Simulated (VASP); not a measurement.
Write the native input for VASP 6.6.1 that does the following.

```yaml
Task: single point
Functional: r2SCAN
Potentials_or_basis: VASP PAW PBE potentials, release 64 (Ba_sv, Ti_sv, O)
Cutoff: 520 eV
k_mesh: 6 × 6 × 6
Occupations: gaussian, width 0.05 eV
Spin: no spin polarisation
Hubbard_terms: Ti d U = 4.0 eV
Dipole_correction: no
Further_INCAR_settings: ALGO = Normal; EDIFF = 1e-06; NBANDS = 28
```

BaTiO3:

```xyz
5
Lattice="3.8953 0.0000 0.0000 0.0000 2.7714 2.7056 0.0000 -2.7714 2.7056" Properties=species:S:1:pos:R:3 pbc="T T T"
Ba    0.0000    0.0000    0.0238
Ti    1.9476    0.0000    2.7791
O     0.0000    0.0000    2.6770
O     1.9476   -1.3654    4.0138
O     1.9476    1.3654    4.0138
```

This cell differs from its parent crystal: strain -0.025 along x and y, -0.050 along z.

The input as run:

POSCAR

```
BaTiO3
1.0
    3.8952654280      0.0000000000      0.0000000000
    0.0000000000      2.7714148123      2.7056068783
    0.0000000000     -2.7714148123      2.7056068783
Ba Ti O
1 1 3
Direct
    0.0000000000      0.0044061011      0.0044061011
    0.5000000000      0.5135753575      0.5135753575
    0.0000000000      0.4947134013      0.4947134013
    0.5000000000      0.4954342957      0.9880908444
    0.5000000000      0.9880908444      0.4954342957
```

INCAR.step1

```
SYSTEM = BaTiO3
PREC = Accurate
ENCUT = 520
ISMEAR = 0
SIGMA = 0.05
LREAL = .FALSE.
LASPH = .TRUE.
NELM = 150
LMAXMIX = 4
LDAU = .TRUE.
LDAUTYPE = 2
LDAUL = -1 2 -1
LDAUU = 0 4 0
LDAUJ = 0 0 0
NBANDS = 28
GGA = PE
ALGO = Normal
EDIFF = 1E-4
LWAVE = .TRUE.
LCHARG = .FALSE.
```

INCAR.step2

```
SYSTEM = BaTiO3
PREC = Accurate
ENCUT = 520
EDIFF = 1E-6
ISMEAR = 0
SIGMA = 0.05
LREAL = .FALSE.
LASPH = .TRUE.
NELM = 150
ALGO = Normal
ISIF = 2
LWAVE = .FALSE.
LCHARG = .TRUE.
LMAXMIX = 4
LDAU = .TRUE.
LDAUTYPE = 2
LDAUL = -1 2 -1
LDAUU = 0 4 0
LDAUJ = 0 0 0
LDAUPRINT = 1
METAGGA = R2SCAN
LMIXTAU = .TRUE.
LELF = .TRUE.
LVHAR = .TRUE.
NBANDS = 28
ISTART = 1
```

KPOINTS

```
regular mesh
0
G
  6 6 6
  0 0 0
```

Potentials or basis: VASP PAW PBE potentials, release 64 (Ba_sv, Ti_sv, O).

Run with:

```bash
$ cat potpaw_PBE.64/Ba_sv/POTCAR potpaw_PBE.64/Ti_sv/POTCAR potpaw_PBE.64/O/POTCAR > POTCAR
$ cp INCAR.step1 INCAR
$ mpirun -np 1 vasp_std > vasp.out
$ cp INCAR.step2 INCAR
$ mpirun -np 1 vasp_std > vasp.out
```

It gave:

The pressure is 28.0 GPa. The largest force is 1.493 eV/Å and the band gap on the k mesh is 3.09 eV (least direct gap 3.26 eV).

Caveat: the cell differs from its parent crystal (strain -0.025 along x and y, -0.050 along z); the stress differs along the axes, from 25 to 33 GPa; the PAW data sets were made with another functional, which shifts forces and pressure a little; spin-orbit coupling is left out, which moves the levels of the heavy elements.

Wall time 9.2 min on 1 thread of AMD EPYC 7571, with other jobs on the host, peak memory 0.2 GiB.
